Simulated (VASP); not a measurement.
Here is a VASP 6.6.1 calculation.

Contents of INCAR:

```
SYSTEM = SnO3
PREC = Accurate
ENCUT = 600
EDIFF = 1E-6
ISMEAR = 0
SIGMA = 0.1
LREAL = .False.
LASPH = .True.
NELM = 100
ALGO = Normal
ISIF = 3
LWAVE = .False.
LCHARG = .False.
GGA = PE
IBRION = 2
NSW = 80
EDIFFG = -0.025
```

Contents of KPOINTS:

```
Automatic mesh
0
Gamma
  4 4 2
  0 0 0
```

The input POSCAR:

```
SnO3
1.0
    3.3756246495      0.0152158610     -0.0246374446
    0.2074617331      4.0720667600      0.1064757745
    0.0920455147      1.4019324005      8.2600981862
Sn O
2 6
Direct
    0.2400980230      0.3064827206      0.3676262228
    0.7618093239      0.6896801172      0.6431671913
    0.8203418588      0.5651617989      0.1877938424
    0.6896638276      0.2017060853      0.2011719272
    0.7421022036      0.2334819512      0.5301639073
    0.1500617815      0.4663068913      0.8010030107
    0.3406092101      0.8023237610      0.7987790410
    0.2553137714      0.7348566745      0.4702948574
```

Potentials or basis: VASP PAW PBE potentials, release 64 (Sn_d, O).

Launch:

```console
$ cat potpaw_PBE.64/Sn_d/POTCAR potpaw_PBE.64/O/POTCAR > POTCAR
$ mpirun -np 1 vasp_std > vasp.out
```

Q: Estimate the relaxed volume.

A: 13.65 Å³/atom.

Q: Estimate the band gap on the k mesh.

A: 0.64 eV.

Q: What does it give for the space group after relaxing (to 0.1 Å)?

A: P-1 (No. 2).

Forces on the atoms (eV/Å):
```
Sn  -0.002  0.004 -0.001
Sn   0.000 -0.006 -0.004
O    0.005  0.017 -0.004
O   -0.004 -0.005 -0.007
O    0.000 -0.006  0.010
O   -0.005 -0.003 -0.003
O    0.004 -0.003  0.003
O    0.002  0.001  0.007
```

Caveat: the k points lie up to 0.46 Å⁻¹ apart in the final cell; spin-orbit coupling is left out, which moves the levels of the heavy elements. A k mesh can miss the band edges.
